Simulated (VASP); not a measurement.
Wanted: the native input for a VASP 6.6.1 run.

```
Task                   : electric field gradients
Functional             : LDA
Potentials or basis    : VASP PAW LDA potentials, release 64 (Cu, Au)
Cutoff                 : 520 eV
k mesh                 : 9 × 9 × 9
Occupations            : fermi-dirac, width 0.05 eV
Spin                   : no spin polarisation
Dipole correction      : no
Further INCAR settings : ALGO = Normal; EDIFF = 1e-08; NBANDS = 30
```

The structure of CuAu3 lies in POSCAR:

```
CuAu3
1.0
    3.8987527127      0.0000000000      0.0000000000
    0.0000000000      3.8987527127      0.0000000000
    0.0000000000      0.0000000000      3.8987527127
Cu Au
1 3
Direct
    0.0000000000      0.0000000000      0.0000000000
    0.0000000000      0.5000000000      0.5000000000
    0.5000000000      0.0000000000      0.5000000000
    0.5000000000      0.5000000000      0.0000000000
```

The input as run:

INCAR

```
  PREC = Accurate
  ENCUT = 520
  EDIFF = 1E-8
  ISMEAR = -1
  SIGMA = 0.05
  LREAL = False
  LASPH = True
  NELM = 60
  ALGO = Normal
  ISIF = 2
  LWAVE = False
  LCHARG = False
  LEFG = True
  NBANDS = 30
```

KPOINTS

```
regular mesh
0
Gamma
  9 9 9
```

Potentials or basis: VASP PAW LDA potentials, release 64 (Cu, Au).

The run is started by

```sh
$ cat potpaw_LDA.64/Cu/POTCAR potpaw_LDA.64/Au/POTCAR > POTCAR
$ mpirun -np 1 vasp_std > vasp.out
```

Results of the run:

* Pressure: 6.8 GPa
* Band gap on the k mesh: zero (bands 22 and 23 overlap by 1.67 eV)
* Largest electric field gradient by atom: Cu -0.0; Au -88.3 V/Å²

Caveat: the cell stands under pressure; without QUAD_EFG the Cq values of the log hold for a quadrupole moment of 1 mb, not for the nuclei; spin-orbit coupling is left out, which moves the levels of the heavy elements.

Run time: 33 s on 1 thread of AMD EPYC 9R45 96-Core Processor (Zen 5), on a shared host, peak memory 0.15 GiB.
